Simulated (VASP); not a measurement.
A run of VASP 6.6.1 is set up as follows.

File INCAR:

```
SYSTEM = Si
  PREC = Accurate
  ENCUT = 520
  EDIFF = 1E-6
  ISMEAR = 0
  SIGMA = 0.05
  LREAL = .False.
  LASPH = .True.
  NELM = 60
  ALGO = Normal
  ISIF = 2
  LWAVE = .False.
  LCHARG = .True.
  LELF = .True.
  LVHAR = .True.
  NBANDS = 11
```

File KPOINTS:

```
regular mesh
0
Gamma
  12 12 12
  0 0 0
```

File POSCAR:

```
Si
1.0
    0.0000000000      2.7730895811      2.7009735863
    2.7730895811      0.0000000000      2.7009735863
    2.7730895811      2.7730895811      0.0000000000
Si
2
Direct
    0.5111071060      0.4888928940      0.4888928940
    0.7388928940      0.7611071060      0.7611071060
```

Potentials or basis: VASP PAW LDA potentials, release 64 (Si).

Command:

```console
$ cat potpaw_LDA.64/Si/POTCAR > POTCAR
$ mpirun -np 1 vasp_std > vasp.out
```

Question: Estimate the largest force.

Answer: 1.467 eV/Å.

Question: What does it give for the pressure?

Answer: -4.1 GPa.

Question: What does it give for the band gap on the k mesh?

Answer: Zero (band 4 reaches 6.02 eV, above the bottom of band 5 at 5.75 eV).

Stress tensor (GPa, compression positive):
```
-5.33  0.00  0.00
 0.00 -4.56 -3.71
 0.00 -3.71 -2.30
```

Caveat: forces of over 1 eV/Å act on the atoms, so gaps and moduli don't describe the material at rest.
